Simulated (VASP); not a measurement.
Input of a VASP 6.6.1 run:

The input INCAR:

```
SYSTEM = Ca
PREC     = Accurate       ! precision mode
ENCUT    = 520            ! plane-wave cutoff, eV
EDIFF    = 1E-6           ! SCF threshold, eV
ISMEAR   = -1             ! smearing method
SIGMA    = 0.05           ! smearing width, eV
LREAL    = .False.        ! projectors in reciprocal space
LASPH    = .True.         ! aspherical terms in the spheres
NELM     = 100            ! most SCF steps
ALGO     = Normal         ! electronic algorithm
ISIF     = 2              ! what is computed and relaxed
LWAVE    = .False.        ! write WAVECAR
LCHARG   = .True.         ! write CHGCAR
GGA      = PS             ! functional
LELF     = .True.         ! ELF
LVHAR    = .True.       
NBANDS   = 17             ! bands
```

Contents of KPOINTS:

```
Automatic mesh
0
Gamma
  8 8 4
  0 0 0
```

File POSCAR:

```
Ca
1.0
    1.9712759950     -3.3954901800      0.0000000000
    1.9712759950      3.3954901800      0.0000000000
    0.0000000000      0.0000000000      6.5091117400
Ca
2
Direct
    0.8355866000      0.1644134000      0.2500000000
    0.1644134000      0.8355866000      0.7500000000
```

Potentials or basis: VASP PAW PBE potentials, release 64 (Ca_sv).

Run with:

```bash
$ cat potpaw_PBE.64/Ca_sv/POTCAR > POTCAR
$ mpirun -np 1 vasp_std > vasp.out
```

Question: What does it give for the band gap on the k mesh?

Answer: Zero (bands 10 and 11 overlap by 0.55 eV).

Question: What does it give for the pressure?

Answer: -1.1 GPa.

Question: Estimate the largest force.

Answer: 0.016 eV/Å.

Forces in eV/Å, atoms in the order of the input:
```
Ca   0.000  0.016  0.000
Ca   0.000 -0.016  0.000
```

Caveat: the PAW data sets were made with another functional, which shifts forces and pressure a little.
